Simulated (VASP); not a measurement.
# NaI (I4/mmm) in VASP: notebook, part 2 of 2

VASP 6.6.1. Earlier steps stand in the parts before.

### 3 Single point, PBE (uniaxial y strain +1.9%)

Contents of INCAR:

```
SYSTEM = NaI
ALGO = Normal ; EDIFF = 1E-7
ENCUT = 520 ; GGA = PE
ISIF = 2 ; ISMEAR = -1
LASPH = .True. ; LCHARG = .False.
LREAL = .False. ; LWAVE = .False.
NBANDS = 14 ; NELM = 60
PREC = Accurate ; SIGMA = 0.02
```

Contents of KPOINTS:

```
k-points
0
Gamma
  8 8 8
  0 0 0
```

Contents of POSCAR:

```
NaI
1.0
    0.0000000000      3.2913139373      3.2296280417
    3.2296280417      0.0000000000      3.2296280417
    3.2296280417      3.2913139373      0.0000000000
Na I
1 1
Direct
    0.0000000000      0.0000000000      0.0000000000
    0.5000000000      0.5000000000      0.5000000000
```

Potentials or basis: VASP PAW PBE potentials, release 64 (Na_pv, I).

Command:

```bash
$ cat potpaw_PBE.64/Na_pv/POTCAR potpaw_PBE.64/I/POTCAR > POTCAR
$ mpirun -np 1 vasp_std > vasp.out
```

OUTCAR:

```text
SYSTEM = NaI
   EDIFF = 1E-7
   ENCUT = 520
   GGA = PE
   ISIF = 2
   ISMEAR = -1
   LASPH = .True.
   LREAL = .False.
   NELM = 60
   PREC = Accurate

 ion  position               nearest neighbor table
   1  0.000  0.000  0.000-
   2  0.500  0.500  0.500-

  LATTYP: Found a body centered tetragonal cell.
 ALAT       =     4.5673837780
 C/A-ratio  =     1.4412250414

  Lattice vectors:

 A1 = (   0.0000000000,  -3.2913139373,   3.2296280417)
 A2 = (   0.0000000000,  -3.2913139373,  -3.2296280417)
 A3 = (   3.2296280417,   3.2913139373,   0.0000000000)

Analysis of symmetry for initial positions (statically):
=====================================================================
 Subroutine PRICEL returns:
 Original cell was already a primitive cell.

 Routine SETGRP: Setting up the symmetry group for a
 body centered tetragonal supercell.

 Subroutine GETGRP returns: Found 16 space group operations
 (whereof 16 operations were pure point group operations)
 out of a pool of 16 trial point group operations.

The static configuration has the point symmetry D_4h.

Analysis of symmetry for dynamics (positions and initial velocities):
=====================================================================
[... 167 lines left out ...]
      1     -21.7354      2.00000
      2     -21.7335      2.00000
      3     -21.7335      2.00000
      4     -10.2665      2.00000
      5       0.7119      2.00000
      6       0.7119      2.00000
      7       0.7335      2.00000
      8       4.3276      0.00000
      9       8.5680      0.00000
     10       8.6913      0.00000
     11       8.6913      0.00000
     12      10.3402      0.00000
     13      10.5495      0.00000
     14      11.1479      0.00000
[... 377 lines left out ...]
      1     -21.7381      2.00000
      2     -21.7348      2.00000
      3     -21.7340      2.00000
      4     -10.0262      2.00000
      5      -0.9521      2.00000
      6       0.3339      2.00000
      7       0.3984      2.00000
      8       6.1551      0.00000
      9       7.7148      0.00000
     10       8.2707      0.00000
     11       8.8803      0.00000
     12      10.7267      0.00000
     13      11.7419      0.00000
     14      11.8120      0.00000

 [... further k-points ...]
[... 5 lines left out ...]
  --------------------------------------------------------------------------------------
  -------------------------------------------------------------------------------------
  Total        0.1615934     -0.0237815      0.1615934     -0.0000000     -0.0000000      0.0000000
  in kB        3.7707686     -0.5549387      3.7707686     -0.0000000     -0.0000000      0.0000000
  external PRESSURE =       2.3288661 kB  Pullay stress =       0.0000000 kB

 VOLUME and BASIS-vectors are now :
 -----------------------------------------------------------------------------
  energy-cutoff  :      520.00
  volume of cell :       68.66
      direct lattice vectors                 reciprocal lattice vectors
     0.000000000  3.291313937  3.229628042    -0.154816590  0.151915013  0.154816590
     3.229628042  0.000000000  3.229628042     0.154816590 -0.151915013  0.154816590
     3.229628042  3.291313937  0.000000000     0.154816590  0.151915013 -0.154816590

 POSITION                                       TOTAL-FORCE (eV/Angst)
 -----------------------------------------------------------------------------------
      0.00000      0.00000      0.00000         0.000000      0.000000     -0.000000
      3.22963      3.29131      3.22963        -0.000000     -0.000000      0.000000
 -----------------------------------------------------------------------------------
    total drift:                                0.000000      0.000000      0.000000

  FREE ENERGIE OF THE ION-ELECTRON SYSTEM (eV)
  ---------------------------------------------------
  free  energy   TOTEN  =        -5.3856745821 eV

  energy  without entropy=       -5.3856745821  energy(sigma->0) =       -5.38567458
```

It took 43 s on 1 thread of AMD EPYC 7R43 (Zen 3), shared host; peak memory 0.2 GiB.

Results:

- Free energy: -5.3857 eV
- Pressure: 0.2 GPa
- Band gap on the k mesh: 3.59 eV, direct

Levels at points of the mesh, in eV from the valence-band top:
| k point | band 5 | band 6 | band 7 | band 8 | band 9 | band 10 |
| --- | --- | --- | --- | --- | --- | --- |
| (0.00, 0.00, 0.00) | -0.02 | -0.02 | 0.00 | 3.59 | 7.83 | 7.96 |
| (0.50, 0.00, 0.00) | -2.15 | -0.30 | -0.27 | 5.08 | 7.35 | 7.49 |
| (0.50, 0.50, 0.00) | -1.87 | -0.79 | -0.72 | 4.46 | 5.55 | 9.82 |
| (0.50, 0.00, 0.50) | -1.88 | -0.71 | -0.71 | 4.49 | 5.59 | 9.68 |

Caveat: the cell differs from its parent crystal (uniaxial y strain +1.9%); spin-orbit coupling is left out, which moves the levels of the heavy elements.

### 4 Single point, r2SCAN (biaxial xy strain -2.9%)

Contents of POSCAR:

```
NaI
1.0
    0.0000000000      3.1359688285      3.2296280417
    3.1359688285      0.0000000000      3.2296280417
    3.1359688285      3.1359688285      0.0000000000
Na I
1 1
Direct
    0.0000000000      0.0000000000      0.0000000000
    0.5000000000      0.5000000000      0.5000000000
```

Contents of INCAR.step1:

```
  PREC = Accurate
  ENCUT = 520
  ISMEAR = 0
  SIGMA = 0.01
  LREAL = F
  LASPH = T
  NELM = 100
  NBANDS = 14
  GGA = PE
  ALGO = Normal
  EDIFF = 1E-4
  LWAVE = T
  LCHARG = F
```

Contents of INCAR.step2:

```
  PREC = Accurate
  ENCUT = 520
  EDIFF = 1E-6
  ISMEAR = 0
  SIGMA = 0.01
  LREAL = F
  LASPH = T
  NELM = 100
  ALGO = Normal
  ISIF = 2
  LWAVE = F
  LCHARG = F
  METAGGA = R2SCAN
  LMIXTAU = T
  NBANDS = 14
  ISTART = 1
```

Contents of KPOINTS:

```
regular mesh
0
Gamma
  8 8 8
```

Command:

```bash
$ cat potpaw_PBE.64/Na_pv/POTCAR potpaw_PBE.64/I/POTCAR > POTCAR
$ cp INCAR.step1 INCAR
$ mpirun -np 1 vasp_std > vasp.out
$ cp INCAR.step2 INCAR
$ mpirun -np 1 vasp_std > vasp.out
```

It took 3.2 min on 1 thread of AMD EPYC 7R43 (Zen 3), shared host; peak memory 0.2 GiB.

The run converged. Its results:

```yaml
Free_energy: -31.0708 eV
Pressure: 1.1 GPa
Band_gap_on_the_k_mesh: 4.63 eV, direct
```

Stress tensor (GPa, compression positive):
```
1.49 0.00 0.00
0.00 1.49 0.00
0.00 0.00 0.45
```

Levels at points of the mesh, in eV from the valence-band top:
```
           k point  band 5  band 6  band 7  band 8  band 9  band 10
(0.00, 0.00, 0.00)   -0.03   -0.03    0.00    4.63    8.32     8.52
(0.50, 0.00, 0.00)   -2.45   -0.39   -0.33    5.70    7.99     8.23
(0.50, 0.50, 0.00)   -2.19   -0.82   -0.82    5.30    5.94    11.03
(0.50, 0.00, 0.50)   -2.17   -0.96   -0.84    5.24    5.86    11.23
```

Caveat: the cell differs from its parent crystal (biaxial xy strain -2.9%); the PAW data sets were made with another functional, which shifts forces and pressure a little; spin-orbit coupling is left out, which moves the levels of the heavy elements.

### 5 Single point, r2SCAN (uniaxial y strain +1.9%)

Contents of POSCAR:

```
NaI
1.0
    0.0000000000      3.2913139373      3.2296280417
    3.2296280417      0.0000000000      3.2296280417
    3.2296280417      3.2913139373      0.0000000000
Na I
1 1
Direct
    0.0000000000      0.0000000000      0.0000000000
    0.5000000000      0.5000000000      0.5000000000
```

Contents of INCAR.step1:

```
ALGO     = Normal         # electronic algorithm
EDIFF    = 1E-4           # SCF threshold, eV
ENCUT    = 520            # plane-wave cutoff, eV
GGA      = PE             # functional
ISMEAR   = 0              # smearing method
LASPH    = T              # aspherical terms in the spheres
LCHARG   = F              # write CHGCAR
LREAL    = F              # projectors in reciprocal space
LWAVE    = T              # write WAVECAR
NBANDS   = 14             # bands
NELM     = 100            # most SCF steps
PREC     = Accurate       # precision mode
SIGMA    = 0.01           # smearing width, eV
```

Contents of INCAR.step2:

```
ALGO     = Normal         # electronic algorithm
EDIFF    = 1E-6           # SCF threshold, eV
ENCUT    = 520            # plane-wave cutoff, eV
ISIF     = 2              # what is computed and relaxed
ISMEAR   = 0              # smearing method
ISTART   = 1            
LASPH    = T              # aspherical terms in the spheres
LCHARG   = F              # write CHGCAR
LMIXTAU  = T            
LREAL    = F              # projectors in reciprocal space
LWAVE    = F              # write WAVECAR
METAGGA  = R2SCAN         # meta-GGA
NBANDS   = 14             # bands
NELM     = 100            # most SCF steps
PREC     = Accurate       # precision mode
SIGMA    = 0.01           # smearing width, eV
```

Contents of KPOINTS:

```
k-points
0
Gamma
  8 8 8
```

Command:

```bash
$ cat potpaw_PBE.64/Na_pv/POTCAR potpaw_PBE.64/I/POTCAR > POTCAR
$ cp INCAR.step1 INCAR
$ mpirun -np 1 vasp_std > vasp.out
$ cp INCAR.step2 INCAR
$ mpirun -np 1 vasp_std > vasp.out
```

It took 3.3 min on 1 thread of AMD EPYC 7R43 (Zen 3), shared host; peak memory 0.21 GiB.

Results (log left out):

* Free energy: -31.0827 eV
* Pressure: -0.4 GPa
* Band gap on the k mesh: 4.39 eV, direct

Stress tensor (GPa, compression positive):
```
-0.21  0.00  0.00
 0.00 -0.68  0.00
 0.00  0.00 -0.21
```

Levels at points of the mesh, in eV from the valence-band top:
```
           k point  band 4  band 5  band 6  band 7  band 8  band 9  band 10  band 11
(0.00, 0.00, 0.00)  -11.33   -0.02   -0.02    0.00    4.39    8.38     8.50     8.50
(0.50, 0.00, 0.00)  -11.01   -2.15   -0.32   -0.29    5.67    7.98     8.12     9.67
(0.50, 0.50, 0.00)  -10.92   -1.91   -0.81   -0.73    5.20    6.02    10.67    12.01
(0.50, 0.00, 0.50)  -10.94   -1.91   -0.73   -0.73    5.23    6.06    10.54    12.11
```

Caveat: the cell differs from its parent crystal (uniaxial y strain +1.9%); the PAW data sets were made with another functional, which shifts forces and pressure a little; spin-orbit coupling is left out, which moves the levels of the heavy elements. A k mesh can miss the band edges.

### 6 Overview

```tsv
level	cell	smearing	gap on the mesh (eV)	pressure (GPa)
PBE	a = 4.502, b = 4.502, c = 4.435 Å, angles 60.5, 60.5, 59.0°, 2 atoms	fermi-dirac 0.02 eV	3.81	1.8
PBE	a = 4.611, b = 4.567 Å, angles 60.3, 59.4, 60.3°, 2 atoms	fermi-dirac 0.02 eV	3.59	0.2
r2SCAN	a = 4.502, b = 4.502, c = 4.435 Å, angles 60.5, 60.5, 59.0°, 2 atoms	gaussian 0.01 eV	4.63	1.1
r2SCAN	a = 4.611, b = 4.567 Å, angles 60.3, 59.4, 60.3°, 2 atoms	gaussian 0.01 eV	4.39	-0.4
```

Alike in all rows: task single point; potentials or basis VASP PAW PBE potentials, release 64 (Na_pv, I); no spin polarisation; k mesh 8 × 8 × 8; cutoff (eV) 520.

Caveats: spin-orbit coupling is left out, which moves the levels of the heavy elements; the PAW data sets were made with another functional, which shifts forces and pressure a little (some runs).

Absolute energies hang on the potentials; compare differences alone.
